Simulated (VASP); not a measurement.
Here is a VASP 6.6.1 calculation.

The input POSCAR:

```
Zr
1.0
    3.2463687179      0.0000000000      0.0000000000
   -1.6231843590      2.8114377798      0.0000000000
    0.0000000000      0.0000000000      5.1499875957
Zr
2
Direct
    0.3333333333      0.6666666667      0.2500000000
    0.6666666667      0.3333333333      0.7500000000
```

INCAR.step1

```
ALGO = Normal
EDIFF = 1E-4
ENCUT = 520
GGA = PE
ISMEAR = 0
LASPH = True
LCHARG = False
LREAL = False
LWAVE = True
NBANDS = 19
NELM = 80
PREC = Accurate
SIGMA = 0.1
```

The input INCAR.step2:

```
ALGO = Normal
EDIFF = 1E-7
ENCUT = 520
ISIF = 2
ISMEAR = 0
ISTART = 1
LASPH = True
LCHARG = False
LMIXTAU = True
LREAL = False
LWAVE = False
METAGGA = R2SCAN
NBANDS = 19
NELM = 80
PREC = Accurate
SIGMA = 0.1
```

The input KPOINTS:

```
k-points
0
Gamma
  15 15 8
```

Potentials or basis: VASP PAW PBE potentials, release 64 (Zr_sv).

Launch:

```bash
$ cat potpaw_PBE.64/Zr_sv/POTCAR > POTCAR
$ cp INCAR.step1 INCAR
$ mpirun -np 1 vasp_std > vasp.out
$ cp INCAR.step2 INCAR
$ mpirun -np 1 vasp_std > vasp.out
```

Task: Predict the pressure.

Result: 0.0 GPa.

Task: Estimate the band gap on the k mesh.

Result: Zero (bands 12 and 13 overlap by 1.27 eV).

Caveat: the PAW data sets were made with another functional, which shifts forces and pressure a little.
